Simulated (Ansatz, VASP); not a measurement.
# In3Cl in VASP and in Ansatz

INCAR

```
SYSTEM = In3Cl
ALGO = Normal
EDIFF = 1E-6
ENCUT = 520
GGA = PE
ISIF = 2
ISMEAR = 0
IVDW = 12
LASPH = .True.
LCHARG = .False.
LREAL = .False.
LWAVE = .False.
NBANDS = 56
NELM = 80
PREC = Accurate
SIGMA = 0.1
```

Contents of KPOINTS:

```
k-points
0
Gamma
  6 6 6
  0 0 0
```

The input POSCAR:

```
In3Cl
1.0
    6.4400328320      0.0000000000      0.0000000000
   -3.2200164160      5.5772320337      0.0000000000
    0.0000000000      0.0000000000      6.1714384880
In Cl
6 2
Direct
    0.2998024717      0.1499012359      0.7500000000
    0.8500987641      0.1499012359      0.7500000000
    0.8500987641      0.7001975283      0.7500000000
    0.7001975283      0.8500987641      0.2500000000
    0.1499012359      0.8500987641      0.2500000000
    0.1499012359      0.2998024717      0.2500000000
    0.6666666667      0.3333333333      0.2500000000
    0.3333333333      0.6666666667      0.7500000000
```

Input for Ansatz:

```yaml
crystal:
  lattice:
    - [6.440032832, 0.0, 0.0]
    - [-3.220016416, 5.5772320337, 0.0]
    - [0.0, 0.0, 6.171438488]
  atoms:
    - { symbol: In, position: [0.2998024717, 0.1499012359, 0.75] }
    - { symbol: In, position: [0.8500987641, 0.1499012359, 0.75] }
    - { symbol: In, position: [0.8500987641, 0.7001975283, 0.75] }
    - { symbol: In, position: [0.7001975283, 0.8500987641, 0.25] }
    - { symbol: In, position: [0.1499012359, 0.8500987641, 0.25] }
    - { symbol: In, position: [0.1499012359, 0.2998024717, 0.25] }
    - { symbol: Cl, position: [0.6666666667, 0.3333333333, 0.25] }
    - { symbol: Cl, position: [0.3333333333, 0.6666666667, 0.75] }
basis:
  ecutwfc: 420
kpoints:
  mp_grid: { grid: [6, 6, 6] }
hamiltonian:
  xc: pbe
  dispersion: d3bj
scf:
  occupations: { method: gaussian, width: 0.1 }
output:
  forces: true
  stress: true
  eigenvalues: true
  populations: true
```

Alike in both runs: task single point; functional PBE; dispersion D3(BJ); k mesh 6 × 6 × 6; occupations gaussian, width 0.1 eV; no spin polarisation.

```csv
,VASP,Ansatz
version,VASP 6.6.1,Ansatz 0.2.0
potentials or method,"VASP PAW PBE potentials, release 64 (In_d, Cl), cutoff 520 eV","scalar-relativistic, plane waves, PAW"
valence electrons in the cell,92,92
```

|  | VASP | Ansatz | Ansatz less VASP |
| --- | --- | --- | --- |
| gap on the k mesh at the Fermi level (eV) | none | none | - |
| pressure (GPa) | 1.7 | 1.7 | +0.03 |
| traceless stress, the component that is largest in VASP (GPa) | -2.07 | -2.07 | -0.005 |
| rms of the force components (eV/Å) | 0.808 | 0.808 | +0.0001 |

Atom by atom the forces differ by 0.000 eV/Å (rms over components). A gap of «none» marks a metal or a gap that the smearing closes.
